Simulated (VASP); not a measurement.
# Mn (Cmce) in VASP: single point with r2SCAN

Aim: the single point of Mn with r2SCAN.

Everything below comes from runs of VASP 6.6.1. Logs are shortened: lines on timing, memory, paths and dates and some standing lists are left out, and cuts for length are marked.

## (1) The cell of the first run

Symmetry: Cmce, No. 64, orthorhombic system. The conventional cell has a = 4.014 Å, b = 6.803 Å, c = 4.019 Å, α = 90.00°, β = 90.00°, γ = 90.00°. Mn (site symmetry m) has 7 Mn at 2.17 to 2.49 Å within 2.9 Å.

## (2) Single point, r2SCAN, collinear spin, ferromagnetic start

POSCAR reads:

```
Mn
1.0
    2.0070392389     -3.4015593086      0.0000000000
    2.0070392389      3.4015593086      0.0000000000
    0.0000000000      0.0000000000      4.0194178865
Mn
4
Direct
    0.1525000000      0.8475000000      0.0785000000
    0.6525000000      0.3475000000      0.4215000000
    0.8475000000      0.1525000000      0.9215000000
    0.3475000000      0.6525000000      0.5785000000
```

INCAR.step1 reads:

```
SYSTEM = Mn
PREC = Accurate
ENCUT = 520
ISMEAR = 0
SIGMA = 0.1
LREAL = .False.
LASPH = .True.
NELM = 150
ISPIN = 2
MAGMOM = 4 4 4 4
LMAXMIX = 4
NBANDS = 38
GGA = PE
ALGO = Normal
EDIFF = 1E-4
LWAVE = .True.
LCHARG = .False.
```

INCAR.step2 reads:

```
SYSTEM = Mn
PREC = Accurate
ENCUT = 520
EDIFF = 1E-6
ISMEAR = 0
SIGMA = 0.1
LREAL = .False.
LASPH = .True.
NELM = 150
ALGO = Normal
ISIF = 2
LWAVE = .False.
LCHARG = .True.
ISPIN = 2
MAGMOM = 4 4 4 4
LORBIT = 11
LMAXMIX = 4
METAGGA = R2SCAN
LMIXTAU = .True.
LELF = .True.
LVHAR = .True.
NBANDS = 38
ISTART = 1
```

KPOINTS reads:

```
regular mesh
0
Gamma
  6 6 4
  0 0 0
```

Potentials or basis: VASP PAW PBE potentials, release 64 (Mn_pv).

Launch:

```console
$ cat potpaw_PBE.64/Mn_pv/POTCAR > POTCAR
$ cp INCAR.step1 INCAR
$ mpirun -np 1 vasp_std > vasp.out
$ cp INCAR.step2 INCAR
$ mpirun -np 1 vasp_std > vasp.out
```

OUTCAR:

```text
SYSTEM = Mn
   PREC = Accurate
   ENCUT = 520
   EDIFF = 1E-6
   ISMEAR = 0
   LREAL = .False.
   LASPH = .True.
   NELM = 150
   ISIF = 2
   ISPIN = 2
   LORBIT = 11
   METAGGA = R2SCAN
   ISTART = 1

 ion  position               nearest neighbor table
   1  0.153  0.847  0.078-   3 2.17   4 2.41   4 2.41   2 2.43   2 2.43   3 2.49   3 2.49
   2  0.653  0.347  0.422-   4 2.17   3 2.41   3 2.41   1 2.43   1 2.43   4 2.49   4 2.49
   3  0.847  0.153  0.922-   1 2.17   2 2.41   2 2.41   4 2.43   4 2.43   1 2.49   1 2.49
   4  0.347  0.653  0.578-   2 2.17   1 2.41   1 2.41   3 2.43   3 2.43   2 2.49   2 2.49

  LATTYP: Found a base centered orthorhombic cell.
 ALAT       =     4.0140784778
 B/A-ratio  =     1.6948145520
 C/A-ratio  =     1.0013301705

  Lattice vectors:

 A1 = (   2.0070392389,  -3.4015593086,   0.0000000000)
 A2 = (   2.0070392389,   3.4015593086,   0.0000000000)
 A3 = (   0.0000000000,   0.0000000000,   4.0194178865)

Analysis of symmetry for initial positions (statically):
=====================================================================
 Subroutine PRICEL returns:
 Original cell was already a primitive cell.

 Routine SETGRP: Setting up the symmetry group for a
 base centered orthorhombic supercell.

 Subroutine GETGRP returns: Found  8 space group operations
 (whereof  4 operations were pure point group operations)
 out of a pool of  8 trial point group operations.

The static configuration has the point symmetry C_2h.
 The point group associated with its full space group is D_2h.

Analysis of symmetry for dynamics (positions and initial velocities):
=====================================================================
 Subroutine PRICEL returns:
 Original cell was already a primitive cell.

 Routine SETGRP: Setting up the symmetry group for a
 base centered orthorhombic supercell.

 Subroutine GETGRP returns: Found  8 space group operations
 (whereof  4 operations were pure point group operations)
 out of a pool of  8 trial point group operations.

The dynamic configuration has the point symmetry C_2h.
 The point group associated with its full space group is D_2h.

Analysis of structural, dynamic, and magnetic symmetry:
=====================================================================
 Subroutine PRICEL returns:
 Original cell was already a primitive cell.

 Routine SETGRP: Setting up the symmetry group for a
 base centered orthorhombic supercell.

 Subroutine GETGRP returns: Found  8 space group operations
 (whereof  4 operations were pure point group operations)
 out of a pool of  8 trial point group operations.

The overall configuration has the point symmetry C_2h.
 The point group associated with its full space group is D_2h.

 Subroutine INISYM returns: Found  8 space group operations
 (whereof  4 operations are pure point group operations),
 and found     1 'primitive' translations

----------------------------------------------------------------------------------------

                                     Primitive cell

  volume of cell :      54.8816

  direct lattice vectors                    reciprocal lattice vectors
     2.007039239 -3.401559309  0.000000000     0.249123181 -0.146991410  0.000000000
     2.007039239  3.401559309  0.000000000     0.249123181  0.146991410  0.000000000
     0.000000000  0.000000000  4.019417887     0.000000000  0.000000000  0.248792245

  length of vectors
     3.949533167  3.949533167  4.019417887     0.289255655  0.289255655  0.248792245

  position of ions in fractional coordinates (direct lattice)
     0.152500000  0.847500000  0.078500000
     0.652500000  0.347500000  0.421500000
     0.847500000  0.152500000  0.921500000
     0.347500000  0.652500000  0.578500000

  ion indices of the primitive-cell ions
   primitive index   ion index
                 1           1
                 2           2
                 3           3
                 4           4

----------------------------------------------------------------------------------------

 KPOINTS: regular mesh

Automatic generation of k-mesh.
 Grid dimensions read from file:
 generate k-points for:    6    6    4

 Generating k-lattice:

  Cartesian coordinates                     Fractional coordinates (reciprocal lattice)
     0.041520530 -0.024498568  0.000000000     0.166666667  0.000000000  0.000000000
     0.041520530  0.024498568  0.000000000     0.000000000  0.166666667  0.000000000
     0.000000000  0.000000000  0.062198061     0.000000000  0.000000000  0.250000000

  Length of vectors
     0.048209276  0.048209276  0.062198061

  Shift w.r.t. Gamma in fractional coordinates (k-lattice)
     0.000000000  0.000000000  0.000000000

 Subroutine IBZKPT returns following result:
 ===========================================

 Found     39 irreducible k-points:

 Following reciprocal coordinates:
            Coordinates               Weight
  0.000000  0.000000  0.000000      1.000000
  0.166667  0.000000  0.000000      4.000000
  0.333333  0.000000  0.000000      4.000000
  0.500000  0.000000  0.000000      2.000000
  0.166667  0.166667  0.000000      2.000000
  0.333333  0.166667  0.000000      4.000000
[... 16 lines left out ...]
  0.333333  0.333333  0.250000      4.000000
  0.500000  0.333333  0.250000      8.000000
 [... further k-points ...]
   k-points           NKPTS =     39   k-points in BZ     NKDIM =     39   number of bands    NBANDS=     38
   number of dos      NEDOS =    301   number of ions     NIONS =      4
   total plane-waves  NPLWV =  27000
   dimension x,y,z NGX =    30 NGY =   30 NGZ =   30
   dimension x,y,z NGXF=    60 NGYF=   60 NGZF=   60
   ions per type =               4
   NGX,Y,Z   is equivalent  to a cutoff of  12.63, 12.63, 12.41 a.u.
   NGXF,Y,Z  is equivalent  to a cutoff of  25.26, 25.26, 24.82 a.u.
 SYSTEM =  Mn
   PREC   = accura    normal or accurate (medium, high low for compatibility)
   ISTART =      1    job   : 0-new  1-cont  2-samecut
   ICHARG =      0    charge: 1-file 2-atom 10-const
   ISPIN  =      2    spin polarized calculation?
   LNONCOLLINEAR =      F non collinear calculations
   LSORBIT =      F    spin-orbit coupling
   LASPH  =      T    aspherical Exc in radial PAW
   ENCUT  =  520.0 eV  38.22 Ry    6.18 a.u.   7.34  7.34  7.47*2*pi/ulx,y,z
   NELM   =    150;   NELMIN=  2; NELMDL=  0     # of ELM steps
   EDIFF  = 0.1E-05   stopping-criterion for ELM
   LREAL  =      F    real-space projection
   EDIFFG = 0.1E-04   stopping-criterion for IOM
   NSW    =      0    number of steps for IOM
   IBRION =     -1    ionic relax: 0-MD 1-quasi-New 2-CG
   NFREE  =      0    steps in history (QN), initial steepest desc. (CG)
   ISIF   =      2    stress and relaxation
   ISYM   =      2    0-nonsym 1-usesym 2-fastsym
   POTIM  = 0.5000    time-step for ionic-motion
   TEBEG  =    0.0;   TEEND  =   0.0 temperature during run
   PSTRESS=    0.0 pullay stress
   NELECT =      52.0000    total number of electrons
   NUPDOWN=      -1.0000    fix difference up-down
   EMIN   =  10.00;   EMAX   =-10.00  energy-range for DOS
   EFERMI =   0.00;   METHOD = LEGACY
   ISMEAR =     0;   SIGMA  =   0.10  broadening in eV -4-tet -1-fermi 0-gaus
   EFERMI_NEDOS =   21; number of points for ismear=-14 and -15
   IALGO  =     38    algorithm
   IMIX   =      4    mixing-type and parameters
     AMIX     =   0.40;   BMIX     =  1.00
     AMIX_MAG =   1.60;   BMIX_MAG =  1.00
  volume/ion in A,a.u.               =      13.72        92.59
  Fermi-wavevector in a.u.,A,eV,Ry     =   1.607929  3.038546 35.176997  2.585436
  Thomas-Fermi vector in A             =   2.703880
   LORBIT       =     11    0 simple, 1 ext, 2 COOP (PROOUT), +10 PAW based schemes
   METAGGA = R2SCAN    functional components
   LHFCALC =     F    Hartree Fock is set to
   AEXX    =    0.0000 exact exchange contribution
   IVDW    =     0    specifies the selected vdW correction
   LEPSILON=     F    determine dielectric tensor
   LRPA    =     F    only Hartree local field effects (RPA)
 spin polarized calculation
 Gauss-broadening in eV      SIGMA  =   0.10
  energy-cutoff  :      520.00
  volume of cell :       54.88
 maximum number of plane-waves:      1509
 NGX is ok and might be reduce to    30
   NGX = 15   NGY = 15   NGZ = 15

 number of electron      51.9999982 magnetization      -0.0458808

 number of electron      51.9999982 magnetization       0.1759989

 Free energy of the ion-electron system (eV)
  ---------------------------------------------------
  ext. energy  EPLUGINS =         0.00000000
  ---------------------------------------------------
  free energy    TOTEN  =       -53.85690906 eV

  energy without entropy =      -53.81601410  energy(sigma->0) =      -53.83646158

 E-fermi :   7.4050     XC(G=0): -13.4756

 val. band max:        7.3992157060   @ k =   0.1667   0.1667   0.5000
 cond. band min:       7.4094526437   @ k =   0.3333   0.1667   0.5000
 fundamental gap:      0.0102369378
 Fermi energy:         7.4049987815

 spin component 1

 k-point     1 :       0.0000    0.0000    0.0000
  band No.  band energies     occupation
      1     -42.8258      1.00000
      2     -42.6650      1.00000
      3     -42.5839      1.00000
      4     -42.5708      1.00000
      5     -42.3874      1.00000
      6     -42.3526      1.00000
[... 30 lines left out ...]
     37      14.4584      0.00000
     38      16.6042      0.00000

 k-point     2 :       0.1667    0.0000    0.0000
  band No.  band energies     occupation
      1     -42.8168      1.00000
      2     -42.6731      1.00000
      3     -42.5868      1.00000
      4     -42.5481      1.00000
      5     -42.4670      1.00000
      6     -42.2698      1.00000
[... 30 lines left out ...]
     37      14.1906      0.00000
     38      15.0513      0.00000
[... 859 lines left out ...]
     37      12.9761      0.00000
     38      13.5670      0.00000

 k-point    24 :       0.5000    0.3333    0.2500
  band No.  band energies     occupation
      1     -42.7493      1.00000
      2     -42.7474      1.00000
      3     -42.5672      1.00000
      4     -42.5214      1.00000
      5     -42.4078      1.00000
      6     -42.3263      1.00000
[... 30 lines left out ...]
     37      13.8068      0.00000
     38      15.4293      0.00000

 [... further k-points ...]

 spin component 2

 k-point     1 :       0.0000    0.0000    0.0000
  band No.  band energies     occupation
      1     -42.7454      1.00000
      2     -42.5743      1.00000
      3     -42.5410      1.00000
      4     -42.5045      1.00000
      5     -42.3531      1.00000
      6     -42.2850      1.00000
[... 30 lines left out ...]
     37      14.5058      0.00000
     38      16.5573      0.00000

 k-point     2 :       0.1667    0.0000    0.0000
  band No.  band energies     occupation
      1     -42.7352      1.00000
      2     -42.5829      1.00000
      3     -42.5447      1.00000
      4     -42.4821      1.00000
      5     -42.4207      1.00000
      6     -42.2137      1.00000
[... 30 lines left out ...]
     37      14.2301      0.00000
     38      15.0219      0.00000
[... 859 lines left out ...]
     37      13.0543      0.00000
     38      13.6088      0.00000

 k-point    24 :       0.5000    0.3333    0.2500
  band No.  band energies     occupation
      1     -42.6670      1.00000
      2     -42.6587      1.00000
      3     -42.4993      1.00000
      4     -42.4726      1.00000
      5     -42.3723      1.00000
      6     -42.2684      1.00000
[... 30 lines left out ...]
     37      13.8335      0.00000
     38      15.4871      0.00000

 [... further k-points ...]

------------------------ aborting loop because EDIFF is reached ----------------------------------------

  FORCE on cell =-STRESS in cart. coord.  units (eV):
  Direction    XX          YY          ZZ          XY          YZ          ZX
  --------------------------------------------------------------------------------------
  -------------------------------------------------------------------------------------
  Total       -7.8797852     -5.9114223     -7.6987026      0.0000000      0.0000000      0.0000000
  in kB     -230.0371060   -172.5740550   -224.7507017      0.0000000      0.0000000      0.0000000
  external PRESSURE =    -209.1206209 kB  Pullay stress =       0.0000000 kB

 VOLUME and BASIS-vectors are now :
 -----------------------------------------------------------------------------
  energy-cutoff  :      520.00
  volume of cell :       54.88
      direct lattice vectors                 reciprocal lattice vectors
     2.007039239 -3.401559309  0.000000000     0.249123181 -0.146991410  0.000000000
     2.007039239  3.401559309  0.000000000     0.249123181  0.146991410  0.000000000
     0.000000000  0.000000000  4.019417887     0.000000000  0.000000000  0.248792245

 POSITION                                       TOTAL-FORCE (eV/Angst)
 -----------------------------------------------------------------------------------
      2.00704      2.36408      0.31552         0.000000     -0.270481     -0.293340
      2.00704     -1.03748      1.69418         0.000000     -0.270481      0.293340
      2.00704     -2.36408      3.70389         0.000000      0.270481      0.293340
      2.00704      1.03748      2.32523         0.000000      0.270481     -0.293340
 -----------------------------------------------------------------------------------
    total drift:                               -0.000000     -0.000000     -0.000000

  FREE ENERGIE OF THE ION-ELECTRON SYSTEM (eV)
  ---------------------------------------------------
  free  energy   TOTEN  =       -53.8569090601 eV

  energy  without entropy=      -53.8160140994  energy(sigma->0) =      -53.83646158

 total charge

# of ion       s       p       d       tot
------------------------------------------
    1        0.444   6.304   5.155  11.902
    2        0.444   6.304   5.155  11.902
    3        0.444   6.304   5.155  11.902
    4        0.444   6.304   5.155  11.902
--------------------------------------------------
tot          1.775  25.215  20.619  47.609

 magnetization (x)

# of ion       s       p       d       tot
------------------------------------------
    1       -0.001  -0.001   0.045   0.043
    2       -0.001  -0.001   0.045   0.043
    3       -0.001  -0.001   0.045   0.043
    4       -0.001  -0.001   0.045   0.043
--------------------------------------------------
tot         -0.003  -0.004   0.178   0.171
```

Wall time 10 min (1 thread of Intel Xeon Platinum 8559C (Emerald Rapids), shared host); peak memory 0.27 GiB.

Results:

| Quantity | Value |
| --- | --- |
| Free energy | -53.8569 eV |
| Pressure | -20.9 GPa |
| Largest force | 0.399 eV/Å |
| Net moment | 0.18 μB per cell |
| Site moments | Mn +0.04 μB |
| Valence electrons inside the program's atomic spheres | Mn 11.90 |

Forces on the atoms (eV/Å):
```
Mn   0.000 -0.270 -0.293
Mn   0.000 -0.270  0.293
Mn   0.000  0.270  0.293
Mn   0.000  0.270 -0.293
```

Levels at points of the mesh, in eV from the Fermi level:
Spin up:
| k point | band 24 | band 25 | band 26 | band 27 | band 28 | band 29 |
| --- | --- | --- | --- | --- | --- | --- |
| (0.00, 0.00, 0.00) | -0.74 | -0.59 | -0.26 | -0.05 | 0.10 | 0.38 |
| (0.50, 0.00, 0.00) | -0.89 | -0.33 | -0.33 | 0.51 | 0.51 | 0.72 |
| (0.50, 0.50, 0.00) | -0.56 | -0.32 | 0.04 | 0.41 | 0.72 | 1.08 |
| (0.00, 0.00, 0.50) | -0.68 | -0.50 | -0.50 | -0.30 | -0.30 | 0.68 |
| (0.50, 0.00, 0.50) | -1.30 | 0.10 | 0.10 | 0.45 | 0.45 | 0.86 |
| (0.50, 0.50, 0.50) | -1.71 | -0.23 | -0.23 | 0.26 | 0.26 | 0.99 |
Spin down:
```
           k point  band 22  band 23  band 24  band 25  band 26  band 27  band 28  band 29  band 30  band 31
(0.00, 0.00, 0.00)    -1.76    -0.74    -0.49    -0.40    -0.18    -0.15    -0.10     0.42     1.36     1.63
(0.50, 0.00, 0.00)    -2.08    -0.98    -0.98    -0.24    -0.24     0.58     0.58     0.84     0.84     1.25
(0.50, 0.50, 0.00)    -1.35    -1.02    -0.37    -0.27     0.28     0.35     0.81     1.02     1.14     1.39
(0.00, 0.00, 0.50)    -1.35    -0.73    -0.73    -0.54    -0.54    -0.19    -0.19     0.61     0.61     1.64
(0.50, 0.00, 0.50)    -1.51    -1.34    -1.34     0.10     0.10     0.54     0.54     0.93     0.93     1.44
(0.50, 0.50, 0.50)    -1.75    -1.60    -1.60     0.08     0.08     0.10     0.10     1.02     1.02     1.48
```

Caveat: the k points lie up to 0.39 Å⁻¹ apart; the starting moments collapsed, and a magnetic state may lie lower; the PAW data sets were made with another functional, which shifts forces and pressure a little.
